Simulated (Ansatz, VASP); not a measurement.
## Hf: VASP beside Ansatz

```
Hf
1.0
     0.00000    2.13651    2.13651
     2.13651    0.00000    2.13651
     2.13651    2.13651    0.00000
Hf
1
Direct
  0.00000 0.00000 0.00000
```

Alike in both runs: task single point; functional PBEsol; k mesh 8 × 8 × 8; occupations gaussian, width 0.1 eV; no spin polarisation.

|  | VASP | Ansatz |
| --- | --- | --- |
| version | VASP 6.6.1 | Ansatz 0.2.0 |
| potentials or method | VASP PAW PBE potentials, release 64 (Hf_pv), cutoff 520 eV | scalar-relativistic, plane waves, PAW |
| valence electrons in the cell | 10 | 26 |

Ansatz gave:

```
gap on the k mesh at the Fermi level (eV) : none
pressure (GPa)                            : 12.0
```

Estimate VASP's values.

gap on the k mesh at the Fermi level (eV): none; pressure (GPa): 11.6.

VASP's potentials were made for PBE, not for PBEsol. A gap of «none» marks a metal or a gap that the smearing closes. VASP's potentials hold 10 valence electrons a cell and Ansatz's 26, so a difference there can come from the potentials and not from the codes.

Spin-orbit coupling is off throughout.
